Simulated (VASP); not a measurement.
# AlPPb5 (P4/mmm) in VASP: notebook, part 2 of 2

VASP 6.6.1.

### 3 Single point, PBE

This run uses another cell than the first one, of 29.33 Å³/atom, 1.124 times its volume.

INCAR reads:

```
ALGO     = Normal         # electronic algorithm
EDIFF    = 1E-6           # SCF threshold, eV
ENCUT    = 520            # plane-wave cutoff, eV
GGA      = PE             # functional
ISIF     = 2              # what is computed and relaxed
ISMEAR   = 0              # smearing method
LASPH    = True           # aspherical terms in the spheres
LCHARG   = False          # write CHGCAR
LREAL    = False          # projectors in reciprocal space
LWAVE    = False          # write WAVECAR
NBANDS   = 48             # bands
NELM     = 100            # most SCF steps
PREC     = Accurate       # precision mode
SIGMA    = 0.1            # smearing width, eV
```

KPOINTS reads:

```
k-points
0
Gamma
  4 4 2
```

POSCAR reads:

```
AlPPb5
1.0
    4.8837532551      0.0000000000      0.0000000000
    0.0000000000      4.8837532551      0.0000000000
    0.0000000000      0.0000000000      8.6094313693
Al P Pb
1 1 5
Direct
    0.5000000000      0.5000000000      0.0000000000
    0.0000000000      0.0000000000      0.5000000000
    0.5000000000      0.0000000000      0.7225152214
    0.0000000000      0.5000000000      0.7225152214
    0.5000000000      0.0000000000      0.2774847786
    0.0000000000      0.5000000000      0.2774847786
    0.0000000000      0.0000000000      0.0000000000
```

Potentials or basis: VASP PAW PBE potentials, release 64 (Al, P, Pb_d).

On the command line:

```bash
$ cat potpaw_PBE.64/Al/POTCAR potpaw_PBE.64/P/POTCAR potpaw_PBE.64/Pb_d/POTCAR > POTCAR
$ mpirun -np 1 vasp_std > vasp.out
```

OUTCAR:

```text
EDIFF = 1E-6
   ENCUT = 520
   GGA = PE
   ISIF = 2
   ISMEAR = 0
   LASPH = True
   LREAL = False
   NELM = 100
   PREC = Accurate

 ion  position               nearest neighbor table
   1  0.500  0.500  0.000-   3 3.42   4 3.42   5 3.42   6 3.42   3 3.42   5 3.42   4 3.42   6 3.42
                             7 3.45   7 3.45   7 3.45   7 3.45
   2  0.000  0.000  0.500-   3 3.10   4 3.10   5 3.10   6 3.10   4 3.10   6 3.10   3 3.10   5 3.10

   3  0.500  0.000  0.723-   2 3.10   2 3.10   7 3.42   1 3.42   1 3.42   7 3.42   4 3.45   4 3.45
                             4 3.45   4 3.45   5 3.83
   4  0.000  0.500  0.723-   2 3.10   2 3.10   7 3.42   1 3.42   7 3.42   1 3.42   3 3.45   3 3.45
                             3 3.45   3 3.45   6 3.83
   5  0.500  0.000  0.277-   2 3.10   2 3.10   7 3.42   1 3.42   1 3.42   7 3.42   6 3.45   6 3.45
                             6 3.45   6 3.45   3 3.83
   6  0.000  0.500  0.277-   2 3.10   2 3.10   7 3.42   1 3.42   7 3.42   1 3.42   5 3.45   5 3.45
                             5 3.45   5 3.45   4 3.83
   7  0.000  0.000  0.000-   3 3.42   4 3.42   5 3.42   6 3.42   4 3.42   6 3.42   3 3.42   5 3.42
                             1 3.45   1 3.45   1 3.45   1 3.45

  LATTYP: Found a simple tetragonal cell.
 ALAT       =     4.8837532551
 C/A-ratio  =     1.7628718978

  Lattice vectors:

 A1 = (   4.8837532551,   0.0000000000,   0.0000000000)
 A2 = (   0.0000000000,   4.8837532551,   0.0000000000)
 A3 = (   0.0000000000,   0.0000000000,   8.6094313693)

Analysis of symmetry for initial positions (statically):
=====================================================================
 Subroutine PRICEL returns:
 Original cell was already a primitive cell.

 Routine SETGRP: Setting up the symmetry group for a
 simple tetragonal supercell.

 Subroutine GETGRP returns: Found 16 space group operations
 (whereof 16 operations were pure point group operations)
[... 133 lines left out ...]
     AMIX_MAG =   1.60;   BMIX_MAG =  1.00
  volume/ion in A,a.u.               =      29.33       197.96
  Fermi-wavevector in a.u.,A,eV,Ry     =   1.185621  2.240498 19.125658  1.405696
  Thomas-Fermi vector in A             =   2.321810
   LORBIT       =      0    0 simple, 1 ext, 2 COOP (PROOUT), +10 PAW based schemes
   GGA     = PE    functional components
   LHFCALC =     F    Hartree Fock is set to
   AEXX    =    0.0000 exact exchange contribution
   IVDW    =     0    specifies the selected vdW correction
   LEPSILON=     F    determine dielectric tensor
   LRPA    =     F    only Hartree local field effects (RPA)
 non-spin polarized calculation
 Gauss-broadening in eV      SIGMA  =   0.10
  energy-cutoff  :      520.00
  volume of cell :      205.34
 maximum number of plane-waves:      5560
   NGX = 19   NGY = 19   NGZ = 33

 number of electron      77.9999995 magnetization

 Free energy of the ion-electron system (eV)
  ---------------------------------------------------
  ext. energy  EPLUGINS =         0.00000000
  ---------------------------------------------------
  free energy    TOTEN  =       -25.69665035 eV

  energy without entropy =      -25.68899997  energy(sigma->0) =      -25.69282516

 E-fermi :   6.3031     XC(G=0):  -9.6976

 val. band max:        6.2645638055   @ k =   0.0000   0.0000   0.0000
 cond. band min:       6.3917741377   @ k =   0.2500   0.2500   0.5000
 fundamental gap:      0.1272103321
 Fermi energy:         6.3031316456

 k-point     1 :       0.0000    0.0000    0.0000
  band No.  band energies     occupation
      1     -10.9384      2.00000
      2     -10.9286      2.00000
      3     -10.8643      2.00000
      4     -10.8246      2.00000
      5     -10.8215      2.00000
      6     -10.8200      2.00000
[... 601 lines left out ...]
     47      11.3266      0.00000
     48      11.3266      0.00000

------------------------ aborting loop because EDIFF is reached ----------------------------------------

  FORCE on cell =-STRESS in cart. coord.  units (eV):
  Direction    XX          YY          ZZ          XY          YZ          ZX
  --------------------------------------------------------------------------------------
  -------------------------------------------------------------------------------------
  Total       -0.4382061     -0.4382061     -0.3301027      0.0000000      0.0000000      0.0000000
  in kB       -3.4190631     -3.4190631     -2.5755963      0.0000000      0.0000000      0.0000000
  external PRESSURE =      -3.1379075 kB  Pullay stress =       0.0000000 kB

 VOLUME and BASIS-vectors are now :
 -----------------------------------------------------------------------------
  energy-cutoff  :      520.00
  volume of cell :      205.34
      direct lattice vectors                 reciprocal lattice vectors
     4.883753255  0.000000000  0.000000000     0.204760549  0.000000000  0.000000000
     0.000000000  4.883753255  0.000000000     0.000000000  0.204760549  0.000000000
     0.000000000  0.000000000  8.609431369     0.000000000  0.000000000  0.116151690

 POSITION                                       TOTAL-FORCE (eV/Angst)
 -----------------------------------------------------------------------------------
      2.44188      2.44188      0.00000         0.000000     -0.000000     -0.000000
      0.00000      0.00000      4.30472         0.000000     -0.000000     -0.000000
      2.44188      0.00000      6.22045         0.000000     -0.000000      0.026105
      0.00000      2.44188      6.22045         0.000000     -0.000000      0.026105
      2.44188      0.00000      2.38899        -0.000000      0.000000     -0.026105
      0.00000      2.44188      2.38899        -0.000000     -0.000000     -0.026105
      0.00000      0.00000      0.00000         0.000000     -0.000000     -0.000000
 -----------------------------------------------------------------------------------
    total drift:                                0.000000      0.000000     -0.000000

  FREE ENERGIE OF THE ION-ELECTRON SYSTEM (eV)
  ---------------------------------------------------
  free  energy   TOTEN  =       -25.6966503518 eV

  energy  without entropy=      -25.6889999670  energy(sigma->0) =      -25.69282516
```

Run time: 2 min. Hardware: 1 thread of AMD EPYC 7R43 (Zen 3), shared host; peak memory 0.28 GiB.

What came out:

```yaml
Free_energy: -25.6967 eV
Pressure: -0.3 GPa
Largest_force: 0.026 eV/Å
Band_gap_on_the_k_mesh: zero (band 39 reaches 7.05 eV, above the bottom of band 40 at 5.72 eV)
```

Forces in eV/Å, atoms in the order of the input:
```
Al   0.000  0.000  0.000
P    0.000  0.000  0.000
Pb   0.000  0.000  0.026
Pb   0.000  0.000  0.026
Pb   0.000  0.000 -0.026
Pb   0.000  0.000 -0.026
Pb   0.000  0.000  0.000
```

Stress tensor (GPa, compression positive):
```
-0.34  0.00  0.00
 0.00 -0.34  0.00
 0.00  0.00 -0.26
```

Levels at points of the mesh, in eV from the Fermi level:
```csv
k point,band 36,band 37,band 38,band 39,band 40,band 41,band 42,band 43
"(0.00, 0.00, 0.00)",-1.28,-1.28,-1.08,-1.08,-0.04,0.24,0.64,2.18
"(0.50, 0.00, 0.00)",-0.69,-0.54,-0.40,-0.33,-0.09,0.31,0.50,0.80
"(0.50, 0.50, 0.00)",-3.24,-1.39,-0.21,0.16,0.16,0.17,1.55,1.55
"(0.00, 0.00, 0.50)",-2.53,-1.90,-0.50,0.75,0.75,0.98,1.30,1.30
"(0.50, 0.00, 0.50)",-1.73,-1.03,-0.36,-0.30,-0.20,0.26,1.06,1.66
"(0.50, 0.50, 0.50)",-2.39,-2.39,-2.36,-2.36,-0.58,1.98,3.10,3.11
```

Caveat: the k points lie up to 0.36 Å⁻¹ apart; spin-orbit coupling is left out, which moves the levels of the heavy elements.
